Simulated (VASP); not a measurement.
# Al2Cu (I4/mcm) in VASP: further runs

The runs below take Al2Cu through single point, with PBE.

All numbers are computed with VASP 6.6.1; they aren't measurements. Logs are shortened: lines on timing, memory, paths and dates and some standing lists are left out, and cuts for length are marked.

## 1. The cell of the first run

Symmetry: I4/mcm, No. 140, tetragonal system. The conventional cell has a = 6.052 Å, b = 6.052 Å, c = 4.883 Å, α = 90.00°, β = 90.00°, γ = 90.00°. Al (site symmetry m2m) has 4 Cu at 2.58 Å and 11 Al at 2.72 to 3.22 Å within 3.4 Å. Cu (site symmetry 422) has 2 Cu at 2.44 Å and 8 Al at 2.58 Å within 3.2 Å.

## 2. Single point, PBE

INCAR

```
ALGO = Fast
EDIFF = 1E-6
ENCUT = 520
GGA = PE
ISIF = 2
ISMEAR = 0
LASPH = T
LCHARG = F
LREAL = F
LWAVE = F
NBANDS = 26
NELM = 80
PREC = Accurate
SIGMA = 0.1
```

KPOINTS

```
k-points
0
Gamma
  10 10 10
```

POSCAR

```
Al2Cu
1.0
   -3.0261888737      3.0261888737      2.4416174552
    3.0261888737     -3.0261888737      2.4416174552
    3.0261888737      3.0261888737     -2.4416174552
Al Cu
4 2
Direct
    0.1587211841      0.6587211841      0.8174423681
    0.6587211841      0.8412788159      0.5000000000
    0.8412788159      0.3412788159      0.1825576319
    0.3412788159      0.1587211841      0.5000000000
    0.7500000000      0.7500000000      0.0000000000
    0.2500000000      0.2500000000      0.0000000000
```

Potentials or basis: VASP PAW PBE potentials, release 64 (Al, Cu).

Command:

```
$ cat potpaw_PBE.64/Al/POTCAR potpaw_PBE.64/Cu/POTCAR > POTCAR
$ mpirun -np 1 vasp_std > vasp.out
```

OUTCAR:

```text
EDIFF = 1E-6
   ENCUT = 520
   GGA = PE
   ISIF = 2
   ISMEAR = 0
   LASPH = T
   LREAL = F
   NELM = 80
   PREC = Accurate

 ion  position               nearest neighbor table
   1  0.159  0.659  0.817-   5 2.58   6 2.58   5 2.58   6 2.58   3 2.72   3 2.90   3 2.90   4 3.11
                             2 3.11   2 3.11   4 3.11   4 3.22   2 3.22   2 3.22   4 3.22
   2  0.659  0.841  0.500-   6 2.58   5 2.58   5 2.58   6 2.58   4 2.72   4 2.90   4 2.90   3 3.11
                             1 3.11   1 3.11   3 3.11   3 3.22   1 3.22   1 3.22   3 3.22
   3  0.841  0.341  0.183-   5 2.58   6 2.58   5 2.58   6 2.58   1 2.72   1 2.90   1 2.90   2 3.11
                             4 3.11   4 3.11   2 3.11   4 3.22   2 3.22   4 3.22   2 3.22
   4  0.341  0.159  0.500-   5 2.58   6 2.58   6 2.58   5 2.58   2 2.72   2 2.90   2 2.90   3 3.11
                             1 3.11   1 3.11   3 3.11   3 3.22   1 3.22   1 3.22   3 3.22
   5  0.750  0.750  0.000-   6 2.44   6 2.44   4 2.58   2 2.58   4 2.58   2 2.58   1 2.58   3 2.58
                             1 2.58   3 2.58
   6  0.250  0.250  0.000-   5 2.44   5 2.44   2 2.58   4 2.58   2 2.58   4 2.58   1 2.58   3 2.58
                             1 2.58   3 2.58

  LATTYP: Found a body centered tetragonal cell.
 ALAT       =     6.0523777474
 C/A-ratio  =     0.8068291693

  Lattice vectors:

 A1 = (  -3.0261888737,   3.0261888737,   2.4416174552)
 A2 = (   3.0261888737,  -3.0261888737,   2.4416174552)
 A3 = (   3.0261888737,   3.0261888737,  -2.4416174552)

Analysis of symmetry for initial positions (statically):
=====================================================================
 Subroutine PRICEL returns:
 Original cell was already a primitive cell.

 Routine SETGRP: Setting up the symmetry group for a
 body centered tetragonal supercell.

 Subroutine GETGRP returns: Found 16 space group operations
 (whereof  8 operations were pure point group operations)
 out of a pool of 16 trial point group operations.

The static configuration has the point symmetry C_4h.
 The point group associated with its full space group is D_4h.

Analysis of symmetry for dynamics (positions and initial velocities):
=====================================================================
 Subroutine PRICEL returns:
 Original cell was already a primitive cell.

 Routine SETGRP: Setting up the symmetry group for a
 body centered tetragonal supercell.

 Subroutine GETGRP returns: Found 16 space group operations
 (whereof  8 operations were pure point group operations)
 out of a pool of 16 trial point group operations.

The dynamic configuration has the point symmetry C_4h.
 The point group associated with its full space group is D_4h.

 Subroutine INISYM returns: Found 16 space group operations
 (whereof  8 operations are pure point group operations),
 and found     1 'primitive' translations

----------------------------------------------------------------------------------------

                                     Primitive cell

  volume of cell :      89.4396

  direct lattice vectors                    reciprocal lattice vectors
    -3.026188874  3.026188874  2.441617455     0.000000000  0.165224320  0.204782284
     3.026188874 -3.026188874  2.441617455     0.165224320  0.000000000  0.204782284
     3.026188874  3.026188874 -2.441617455     0.165224320  0.165224320  0.000000000

  length of vectors
     4.927183171  4.927183171  4.927183171     0.263125179  0.263125179  0.233662475

  position of ions in fractional coordinates (direct lattice)
     0.158721184  0.658721184  0.817442368
     0.658721184  0.841278816  0.500000000
     0.841278816  0.341278816  0.182557632
     0.341278816  0.158721184  0.500000000
     0.750000000  0.750000000  0.000000000
     0.250000000  0.250000000  0.000000000

  ion indices of the primitive-cell ions
   primitive index   ion index
                 1           1
                 2           2
                 3           3
                 4           4
                 5           5
                 6           6

----------------------------------------------------------------------------------------

 KPOINTS: k-points

Automatic generation of k-mesh.
 Grid dimensions read from file:
 generate k-points for:   10   10   10

 Generating k-lattice:

  Cartesian coordinates                     Fractional coordinates (reciprocal lattice)
     0.000000000  0.016522432  0.020478228     0.100000000  0.000000000 -0.000000000
     0.016522432  0.000000000  0.020478228     0.000000000  0.100000000 -0.000000000
     0.016522432  0.016522432  0.000000000     0.000000000  0.000000000  0.100000000

  Length of vectors
     0.026312518  0.026312518  0.023366247

  Shift w.r.t. Gamma in fractional coordinates (k-lattice)
     0.000000000  0.000000000  0.000000000

 Subroutine IBZKPT returns following result:
 ===========================================

 Found    102 irreducible k-points:

 Following reciprocal coordinates:
            Coordinates               Weight
  0.000000  0.000000  0.000000      1.000000
  0.100000 -0.000000  0.000000      8.000000
  0.200000 -0.000000  0.000000      8.000000
  0.300000 -0.000000  0.000000      8.000000
  0.400000  0.000000 -0.000000      8.000000
  0.500000 -0.000000  0.000000      4.000000
[... 16 lines left out ...]
  0.300000  0.300000  0.000000      8.000000
  0.400000  0.300000  0.000000     16.000000
 [... further k-points ...]
   k-points           NKPTS =    102   k-points in BZ     NKDIM =    102   number of bands    NBANDS=     26
   number of dos      NEDOS =    301   number of ions     NIONS =      6
   total plane-waves  NPLWV =  64000
   dimension x,y,z NGX =    40 NGY =   40 NGZ =   40
   dimension x,y,z NGXF=    80 NGYF=   80 NGZF=   80
   ions per type =               4   2
   NGX,Y,Z   is equivalent  to a cutoff of  13.50, 13.50, 13.50 a.u.
   NGXF,Y,Z  is equivalent  to a cutoff of  26.99, 26.99, 26.99 a.u.
 SYSTEM =  unknown system
   PREC   = accura    normal or accurate (medium, high low for compatibility)
   ISTART =      0    job   : 0-new  1-cont  2-samecut
   ICHARG =      2    charge: 1-file 2-atom 10-const
   ISPIN  =      1    spin polarized calculation?
   LNONCOLLINEAR =      F non collinear calculations
   LSORBIT =      F    spin-orbit coupling
   LASPH  =      T    aspherical Exc in radial PAW
   ENCUT  =  520.0 eV  38.22 Ry    6.18 a.u.   9.16  9.16  9.16*2*pi/ulx,y,z
   NELM   =     80;   NELMIN=  2; NELMDL= -5     # of ELM steps
   EDIFF  = 0.1E-05   stopping-criterion for ELM
   LREAL  =      F    real-space projection
   EDIFFG = 0.1E-04   stopping-criterion for IOM
   NSW    =      0    number of steps for IOM
   IBRION =     -1    ionic relax: 0-MD 1-quasi-New 2-CG
   NFREE  =      0    steps in history (QN), initial steepest desc. (CG)
   ISIF   =      2    stress and relaxation
   ISYM   =      2    0-nonsym 1-usesym 2-fastsym
   POTIM  = 0.5000    time-step for ionic-motion
   TEBEG  =    0.0;   TEEND  =   0.0 temperature during run
   PSTRESS=    0.0 pullay stress
   NELECT =      34.0000    total number of electrons
   NUPDOWN=      -1.0000    fix difference up-down
   EMIN   =  10.00;   EMAX   =-10.00  energy-range for DOS
   EFERMI =   0.00;   METHOD = LEGACY
   ISMEAR =     0;   SIGMA  =   0.10  broadening in eV -4-tet -1-fermi 0-gaus
   EFERMI_NEDOS =   21; number of points for ismear=-14 and -15
   IALGO  =     68    algorithm
   IMIX   =      4    mixing-type and parameters
     AMIX     =   0.40;   BMIX     =  1.00
     AMIX_MAG =   1.60;   BMIX_MAG =  1.00
  volume/ion in A,a.u.               =      14.91       100.59
  Fermi-wavevector in a.u.,A,eV,Ry     =   1.185927  2.241077 19.135541  1.406423
  Thomas-Fermi vector in A             =   2.322110
   LORBIT       =      0    0 simple, 1 ext, 2 COOP (PROOUT), +10 PAW based schemes
   GGA     = PE    functional components
   LHFCALC =     F    Hartree Fock is set to
   AEXX    =    0.0000 exact exchange contribution
   IVDW    =     0    specifies the selected vdW correction
   LEPSILON=     F    determine dielectric tensor
   LRPA    =     F    only Hartree local field effects (RPA)
 non-spin polarized calculation
 RMM-DIIS sequential band-by-band and
 Gauss-broadening in eV      SIGMA  =   0.10
  energy-cutoff  :      520.00
  volume of cell :       89.44
 maximum number of plane-waves:      2427
 NGX is ok and might be reduce to    40
   NGX = 19   NGY = 19   NGZ = 19

 number of electron      33.9999976 magnetization

 Free energy of the ion-electron system (eV)
  ---------------------------------------------------
  ext. energy  EPLUGINS =         0.00000000
  ---------------------------------------------------
  free energy    TOTEN  =       -23.38919046 eV

  energy without entropy =      -23.37997287  energy(sigma->0) =      -23.38458166

 E-fermi :   7.9446     XC(G=0): -10.8556

 val. band max:        7.9354412679   @ k =  -0.1000   0.3000   0.1000
 cond. band min:       7.9807822465   @ k =  -0.2000  -0.3000   0.2000
 fundamental gap:      0.0453409785
 Fermi energy:         7.9446156356

 k-point     1 :       0.0000    0.0000    0.0000
  band No.  band energies     occupation
      1      -2.7738      2.00000
      2       2.6717      2.00000
      3       2.8771      2.00000
      4       2.8771      2.00000
      5       2.9157      2.00000
      6       3.7890      2.00000
[... 18 lines left out ...]
     25      13.2447      0.00000
     26      13.8987      0.00000

 k-point     2 :       0.1000   -0.0000    0.0000
  band No.  band energies     occupation
      1      -2.6694      2.00000
      2       2.6609      2.00000
      3       2.8511      2.00000
      4       2.8711      2.00000
      5       2.9373      2.00000
      6       3.7717      2.00000
[... 18 lines left out ...]
     25      13.3597      0.00000
[... 608 lines left out ...]
     25      14.0315      0.00000
     26      15.0261      0.00000

 k-point    24 :       0.4000    0.3000    0.0000
  band No.  band energies     occupation
      1      -0.4179      2.00000
      2       0.3506      2.00000
      3       1.1323      2.00000
      4       2.7341      2.00000
      5       3.2668      2.00000
      6       3.4209      2.00000
[... 18 lines left out ...]
     25      14.9736      0.00000
     26      14.9888      0.00000

 [... further k-points ...]

------------------------ aborting loop because EDIFF is reached ----------------------------------------

  FORCE on cell =-STRESS in cart. coord.  units (eV):
  Direction    XX          YY          ZZ          XY          YZ          ZX
  --------------------------------------------------------------------------------------
  -------------------------------------------------------------------------------------
  Total        0.0887925      0.0887925      0.1025787      0.0000000      0.0000000      0.0000000
  in kB        1.5905869      1.5905869      1.8375460      0.0000000      0.0000000      0.0000000
  external PRESSURE =       1.6729066 kB  Pullay stress =       0.0000000 kB

 VOLUME and BASIS-vectors are now :
 -----------------------------------------------------------------------------
  energy-cutoff  :      520.00
  volume of cell :       89.44
      direct lattice vectors                 reciprocal lattice vectors
    -3.026188874  3.026188874  2.441617455     0.000000000  0.165224320  0.204782284
     3.026188874 -3.026188874  2.441617455     0.165224320  0.000000000  0.204782284
     3.026188874  3.026188874 -2.441617455     0.165224320  0.165224320  0.000000000

 POSITION                                       TOTAL-FORCE (eV/Angst)
 -----------------------------------------------------------------------------------
      3.98683      0.96064      0.00000        -0.001799     -0.001799     -0.000000
      2.06555      0.96064      2.44162         0.001799     -0.001799     -0.000000
     -0.96064      2.06555      2.44162         0.001799      0.001799      0.000000
      0.96064      2.06555      0.00000        -0.001799      0.001799      0.000000
      0.00000      0.00000      3.66243         0.000000      0.000000     -0.000000
      0.00000      0.00000      1.22081         0.000000     -0.000000     -0.000000
 -----------------------------------------------------------------------------------
    total drift:                               -0.000000     -0.000000      0.000000

  FREE ENERGIE OF THE ION-ELECTRON SYSTEM (eV)
  ---------------------------------------------------
  free  energy   TOTEN  =       -23.3891904600 eV

  energy  without entropy=      -23.3799728680  energy(sigma->0) =      -23.38458166
```

Wall time 13 min (1 thread of Intel Xeon 8259CL, shared host); peak memory 0.34 GiB.

Results:

```yaml
Free_energy: -23.3892 eV
Pressure: 0.2 GPa
Band_gap_on_the_k_mesh: zero (bands 17 and 18 overlap by 4.32 eV)
```

Forces on the atoms (eV/Å):
```
Al  -0.002 -0.002  0.000
Al   0.002 -0.002  0.000
Al   0.002  0.002  0.000
Al  -0.002  0.002  0.000
Cu   0.000  0.000  0.000
Cu   0.000  0.000  0.000
```

## 3. Single point, PBE

INCAR

```
PREC     = Accurate       # precision mode
ENCUT    = 520            # plane-wave cutoff, eV
EDIFF    = 1E-6           # SCF threshold, eV
ISMEAR   = 0              # smearing method
SIGMA    = 0.15           # smearing width, eV
LREAL    = False          # projectors in reciprocal space
LASPH    = True           # aspherical terms in the spheres
NELM     = 80             # most SCF steps
ALGO     = Fast           # electronic algorithm
ISIF     = 2              # what is computed and relaxed
LWAVE    = False          # write WAVECAR
LCHARG   = True           # write CHGCAR
GGA      = PE             # functional
LELF     = True           # ELF
LVHAR    = True         
NBANDS   = 26             # bands
```

KPOINTS

```
regular mesh
0
Gamma
  12 12 12
```

POSCAR is that of step 2.

Potentials or basis: VASP PAW PBE potentials, release 64 (Al, Cu).

Command:

```
$ cat potpaw_PBE.64/Al/POTCAR potpaw_PBE.64/Cu/POTCAR > POTCAR
$ mpirun -np 1 vasp_std > vasp.out
```

Wall time 18 min (1 thread of Intel Xeon 8259CL, shared host); peak memory 0.44 GiB.

Results (log left out):

- Free energy: -23.3885 eV
- Pressure: 0.4 GPa
- Largest force: 0.022 eV/Å
- Band gap on the k mesh: zero (bands 17 and 18 overlap by 4.33 eV)

Forces on the atoms (eV/Å):
```
Al  -0.016 -0.016  0.000
Al   0.016 -0.016  0.000
Al   0.016  0.016  0.000
Al  -0.016  0.016  0.000
Cu   0.000  0.000  0.000
Cu   0.000  0.000  0.000
```

Stress tensor (GPa, compression positive):
```
0.47 0.00 0.00
0.00 0.47 0.00
0.00 0.00 0.21
```

Levels at points of the mesh, in eV from the Fermi level:
```csv
k point,band 14,band 15,band 16,band 17,band 18,band 19,band 20,band 21
"(0.00, 0.00, 0.00)",-1.93,-1.34,-1.18,-1.18,-0.82,-0.37,0.08,1.42
"(0.50, 0.00, 0.00)",-3.06,-2.58,-2.58,0.25,0.25,4.05,4.05,4.32
"(0.50, 0.50, 0.00)",-2.78,-1.41,-1.26,-0.98,-0.68,0.80,1.27,4.65
"(0.50, 0.50, 0.50)",-3.21,-3.21,-1.82,2.56,2.97,2.97,3.33,4.00
```

[end of part 1 of 2]

The gap in the log of VASP goes by the Fermi energy; the results here count the filled bands.